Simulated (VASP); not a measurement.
Input of a VASP 6.6.1 run:

The input INCAR:

```
PREC = Accurate ; ENCUT = 520
EDIFF = 1E-6 ; ISMEAR = 1
SIGMA = 0.1 ; LREAL = False
LASPH = True ; NELM = 100
ALGO = Normal ; ISIF = 2
LWAVE = False ; LCHARG = False
NBANDS = 26
```

Contents of KPOINTS:

```
Automatic mesh
0
Gamma
  5 5 5
```

Contents of POSCAR:

```
ScAl2
1.0
    0.0000000000      3.8273646613      3.8273646613
    3.8273646613      0.0000000000      3.8273646613
    3.8273646613      3.8273646613      0.0000000000
Sc Al
2 4
Direct
    0.5000000000      0.5000000000      0.5000000000
    0.7500000000      0.7500000000      0.7500000000
    0.1250000000      0.1250000000      0.1250000000
    0.6250000000      0.1250000000      0.1250000000
    0.1250000000      0.6250000000      0.1250000000
    0.1250000000      0.1250000000      0.6250000000
```

Potentials or basis: VASP PAW LDA potentials, release 64 (Sc_sv, Al).

The run is started by

```bash
$ cat potpaw_LDA.64/Sc_sv/POTCAR potpaw_LDA.64/Al/POTCAR > POTCAR
$ mpirun -np 1 vasp_std > vasp.out
```

(1) Estimate the pressure.

(2) Estimate the band gap on the k mesh.

## Answers

(1) -6.6 GPa.

(2) zero (band 17 reaches 6.35 eV, above the bottom of band 18 at 4.36 eV).
